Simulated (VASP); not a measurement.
# GaN: single point with PBEsol

The system is GaN.

```
CELL_PARAMETERS angstrom
3.18000 0.00000 0.00000
-1.59000 2.75396 0.00000
0.00000 0.00000 5.16600
ATOMIC_POSITIONS crystal
Ga 0.66667 0.33333 0.50000
Ga 0.33333 0.66667 0.00000
N 0.66667 0.33333 0.87500
N 0.33333 0.66667 0.37500
```

* Program: VASP 6.6.1
* Task: single point
* Functional: PBEsol
* Potentials or basis: VASP PAW PBE potentials, release 64 (Ga_d, N)
* Cutoff: 520 eV
* k mesh: 8 × 8 × 4
* Occupations: fermi-dirac, width 0.05 eV
* Spin: non-collinear spin, zero start, spin-orbit coupling
* Starting moments: [[0.0, 0.0, 0.0], [0.0, 0.0, 0.0], [0.0, 0.0, 0.0], [0.0, 0.0, 0.0]] μB
* Dipole correction: no
* Further INCAR settings: ALGO = Normal; EDIFF = 1e-06; NBANDS = 50

* Pressure: 0.8 GPa
* Largest force: 0.131 eV/Å
* Net moment: 0.00 μB per cell
* Valence electrons inside the program's atomic spheres: Ga 11.89; N 3.73

Forces in eV/Å, atoms in the order of the input:
```
Ga   0.000  0.000 -0.131
Ga   0.000  0.000 -0.131
N    0.000  0.000  0.131
N    0.000  0.000  0.131
```

Stress tensor (GPa, compression positive):
```
0.09 0.00 0.00
0.00 0.09 0.00
0.00 0.00 2.19
```

Moments on the atoms (μB; x, y, z):
```
Ga  0.00 0.00 0.00
Ga  0.00 0.00 0.00
N   0.00 0.00 0.00
N   0.00 0.00 0.00
```

It took 5.7 min on 1 thread of AMD EPYC 7R13 (shared host), peak memory 0.29 GiB.

Caveat: the PAW data sets were made with another functional, which shifts forces and pressure a little.
